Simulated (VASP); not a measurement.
Write the native input for VASP 6.6.1 that does the following.

```
Task                   : single point
Functional             : PBE
Potentials or basis    : VASP PAW PBE potentials, release 64 (In_d, P)
Cutoff                 : 520 eV
k mesh                 : 14 × 14 × 14
Occupations            : gaussian, width 0.15 eV
Spin                   : no spin polarisation
Dipole correction      : no
Further INCAR settings : ALGO = Normal; EDIFF = 1e-06; NBANDS = 16
```

The structure of InP lies in POSCAR:

```
InP
1.0
    0.0000000000      2.8550000000      2.8550000000
    2.8550000000      0.0000000000      2.8550000000
    2.8550000000      2.8550000000      0.0000000000
In P
1 1
Direct
   -0.0131348511     -0.0131348511      0.0131348511
    0.5000000000      0.5000000000      0.5000000000
```

This cell differs from its parent crystal: all In atoms moved +0.075 Å, as atom 1 towards its neighbour atom 2 (P) at 2.855 Å.

The input as run:

INCAR

```
ALGO = Normal ; EDIFF = 1E-6
ENCUT = 520 ; GGA = PE
ISIF = 2 ; ISMEAR = 0
LASPH = T ; LCHARG = F
LREAL = F ; LWAVE = F
NBANDS = 16 ; NELM = 100
PREC = Accurate ; SIGMA = 0.15
```

KPOINTS

```
k-points
0
Gamma
  14 14 14
```

Potentials or basis: VASP PAW PBE potentials, release 64 (In_d, P).

The run is started by

```console
$ cat potpaw_PBE.64/In_d/POTCAR potpaw_PBE.64/P/POTCAR > POTCAR
$ mpirun -np 1 vasp_std > vasp.out
```

Results of the run:

```yaml
Pressure: -5.2 GPa
Largest_force: 0.067 eV/Å
Band_gap_on_the_k_mesh: zero (band 9 reaches 6.24 eV, above the bottom of band 10 at 3.92 eV)
```

Caveat: the cell differs from its parent crystal (all In atoms moved +0.075 Å, as atom 1 towards its neighbour atom 2 (P) at 2.855 Å); spin-orbit coupling is left out, which moves the levels of the heavy elements.

Wall time 96 s on 1 thread of Intel(R) Xeon(R) 6975P-C (Granite Rapids) (shared host), peak memory 0.3 GiB.
